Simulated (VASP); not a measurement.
Write the native input for VASP 6.6.1 that does the following.

| Quantity | Value |
| --- | --- |
| Task | single point |
| Functional | BLYP |
| Potentials or basis | VASP PAW PBE potentials, release 64 (Zr_sv, B) |
| Cutoff | 520 eV |
| k mesh | 10 × 10 × 10 |
| Occupations | fermi-dirac, width 0.05 eV |
| Spin | no spin polarisation |
| Dipole correction | no |
| Further INCAR settings | ALGO = Normal; EDIFF = 1e-07; NBANDS = 14 |

The structure of ZrB lies in POSCAR:

```
ZrB
1.0
    0.0000000000      2.4807722201      2.4807722201
    2.4807722201      0.0000000000      2.4807722201
    2.4807722201      2.4807722201      0.0000000000
Zr B
1 1
Direct
    0.0000000000      0.0000000000      0.0000000000
    0.5000000000      0.5000000000      0.5000000000
```

The input as run:

INCAR

```
SYSTEM = ZrB
PREC     = Accurate       ! precision mode
ENCUT    = 520            ! plane-wave cutoff, eV
EDIFF    = 1E-7           ! SCF threshold, eV
ISMEAR   = -1             ! smearing method
SIGMA    = 0.05           ! smearing width, eV
LREAL    = .False.        ! projectors in reciprocal space
LASPH    = .True.         ! aspherical terms in the spheres
NELM     = 100            ! most SCF steps
ALGO     = Normal         ! electronic algorithm
ISIF     = 2              ! what is computed and relaxed
LWAVE    = .False.        ! write WAVECAR
LCHARG   = .False.        ! write CHGCAR
GGA      = B5             ! functional
ALDAX    = 1.0          
AGGAX    = 1.0          
AGGAC    = 1.0          
ALDAC    = 0.0          
NBANDS   = 14             ! bands
```

KPOINTS

```
Automatic mesh
0
Gamma
  10 10 10
  0 0 0
```

Potentials or basis: VASP PAW PBE potentials, release 64 (Zr_sv, B).

Launch:

```sh
$ cat potpaw_PBE.64/Zr_sv/POTCAR potpaw_PBE.64/B/POTCAR > POTCAR
$ mpirun -np 1 vasp_std > vasp.out
```

Results of the run:

```yaml
Pressure: 0.3 GPa
```

Caveat: the PAW data sets were made with another functional, which shifts forces and pressure a little.

Wall time 25 s on 1 thread of Intel Xeon 6975P-C, with other jobs on the host, peak memory 0.17 GiB.
